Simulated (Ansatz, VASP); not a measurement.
**One calculation of Ba, two programs**

```xyz
1
Lattice="-2.4000 2.4000 2.5000 2.4000 -2.4000 2.5000 2.4000 2.4000 -2.5000" Properties=species:S:1:pos:R:3 pbc="T T T"
Ba    0.0000    0.0000    0.0000
```

Change from the starting cell: strain -0.040 along x and y, +0.000 along z, atoms carried along.

Alike in both runs: task single point; functional LDA; k mesh 14 × 14 × 14; occupations gaussian, width 0.15 eV; no spin polarisation.

```csv
,VASP,Ansatz
version,VASP 6.6.1,Ansatz 0.2.0
potentials or method,"VASP PAW LDA potentials, release 64 (Ba_sv), cutoff 520 eV","scalar-relativistic, plane waves, PAW"
valence electrons in the cell,10,10
```

|  | VASP | Ansatz | Ansatz less VASP |
| --- | --- | --- | --- |
| gap on the k mesh at the Fermi level (eV) | none | none | - |
| pressure (GPa) | -0.6 | -0.6 | -0.05 |
| traceless stress, the component that is largest in VASP (GPa) | -0.12 | -0.12 | +0.003 |

LDA's correlation is that of Perdew and Zunger in VASP and of Perdew and Wang (1992) in Ansatz. A gap of «none» marks a metal or a gap that the smearing closes.

Spin-orbit coupling is off throughout.
